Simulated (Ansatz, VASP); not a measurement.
One calculation of MgO, two programs

```
Mg O
1.0
     5.52307    0.00000    0.00000
     0.00000    5.52307    0.00000
     0.00000    0.00000    5.52307
Mg O
6 6
Direct
  0.25000 0.00292 0.50000
  0.00000 0.49708 0.25000
  0.50000 0.75000 0.00000
  0.75000 0.00292 0.50000
  0.00000 0.49708 0.75000
  0.50000 0.25000 0.00000
  0.25000 0.53419 0.00000
  0.50000 0.96581 0.25000
  0.00000 0.75000 0.50000
  0.75000 0.53419 0.00000
  0.50000 0.96581 0.75000
  0.00000 0.25000 0.50000
```

Change from the starting cell: mode 14 frozen in at -0.058 Å and mode 24 at +0.144 Å (largest displacements).

Alike in both runs: task single point; functional LDA; k mesh 4 × 4 × 4; occupations gaussian, width 0.05 eV; no spin polarisation.

|  | VASP | Ansatz |
| --- | --- | --- |
| version | VASP 6.6.1 | Ansatz 0.2.0 |
| potentials or method | VASP PAW LDA potentials, release 64 (Mg, O), cutoff 520 eV | scalar-relativistic, plane waves, PAW |
| valence electrons in the cell | 48 | 96 |

|  | VASP | Ansatz | Ansatz less VASP |
| --- | --- | --- | --- |
| gap on the k mesh at the Fermi level (eV) | 2.61 | 2.62 | +0.013 |
| least direct gap on the mesh (eV) | 2.61 | 2.62 | +0.013 |
| pressure (GPa) | 0.5 | 1.1 | +0.63 |
| traceless stress, the component that is largest in VASP (GPa) | -0.65 | -0.67 | -0.020 |
| rms of the force components (eV/Å) | 0.996 | 0.969 | -0.0265 |

Ansatz warns that its potentials were made for another functional, while VASP's fit it. LDA's correlation is that of Perdew and Zunger in VASP and of Perdew and Wang (1992) in Ansatz. Atom by atom the forces differ by 0.028 eV/Å (rms over components). VASP's potentials hold 48 valence electrons a cell and Ansatz's 96, so a difference there can come from the potentials and not from the codes.
